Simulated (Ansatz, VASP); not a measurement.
# Ta2SiO3: VASP beside Ansatz

```xyz
6
Lattice="2.9608 0.0000 0.0000 0.0000 2.9608 0.0000 0.0000 0.0000 8.5599" Properties=species:S:1:pos:R:3 pbc="T T T"
Ta    1.4804    1.4804    6.1801
Ta    1.4804    1.4804    2.3798
Si    0.0000    0.0000    0.0000
O     0.0000    0.0000    5.8566
O     0.0000    0.0000    2.7033
O     1.4804    1.4804    4.2800
```

Change from the starting cell: species swapped into the Er2Mg3Ru type (P4/mmm, No. 123).

Alike in both runs: functional PBE; k mesh 4 × 4 × 1; occupations gaussian, width 0.15 eV; no spin polarisation.

Ansatz relaxed the structure, and its values are those at the end. VASP's run is a single point on that final structure, the one shown.

```csv
,VASP,Ansatz
version,VASP 6.6.1,Ansatz 0.2.0
potentials or method,"VASP PAW PBE potentials, release 64 (Ta_pv, Si, O), cutoff 600 eV","scalar-relativistic, plane waves, PAW"
valence electrons in the cell,44,48
```

Ansatz gave:

* gap on the k mesh at the Fermi level (eV): none
* pressure (GPa): -0.4
* rms of the force components (eV/Å): 0.014

Which values does VASP return?

gap on the k mesh at the Fermi level (eV): none; pressure (GPa): 0.2; rms of the force components (eV/Å): 0.024.

A gap of «none» marks a metal or a gap that the smearing closes. VASP's potentials hold 44 valence electrons a cell and Ansatz's 48, so a difference there can come from the potentials and not from the codes.

The k mesh is coarse, so the values compare programs but aren't converged. Neither program's run includes spin-orbit coupling.
